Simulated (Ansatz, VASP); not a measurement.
**W: VASP beside Ansatz**

```
CELL_PARAMETERS angstrom
-1.59730 1.59730 1.63723
1.59730 -1.59730 1.63723
1.59730 1.59730 -1.63723
ATOMIC_POSITIONS crystal
W 0.00000 0.00000 0.00000
```

Change from the starting cell: strain +0.000 along x and y, +0.025 along z, atoms carried along.

Alike in both runs: task single point; functional PBE; k mesh 20 × 20 × 20; occupations gaussian, width 0.15 eV; no spin polarisation.

|  | VASP | Ansatz |
| --- | --- | --- |
| version | VASP 6.6.1 | Ansatz 0.2.0 |
| potentials or method | VASP PAW PBE potentials, release 64 (W_sv), cutoff 520 eV | scalar-relativistic, plane waves, PAW |
| valence electrons in the cell | 14 | 14 |

VASP gave:

| Property | Result |
| --- | --- |
| gap on the k mesh at the Fermi level (eV) | none |
| pressure (GPa) | -9.4 |
| traceless stress, the component that is largest in VASP (GPa) | -4.97 |

Task: What did Ansatz give for the same quantities?

Result: gap on the k mesh at the Fermi level (eV): none; pressure (GPa): -9.8; traceless stress, the component that is largest in VASP (GPa): -4.97.

A gap of «none» marks a metal or a gap that the smearing closes.

Spin-orbit coupling is off throughout.
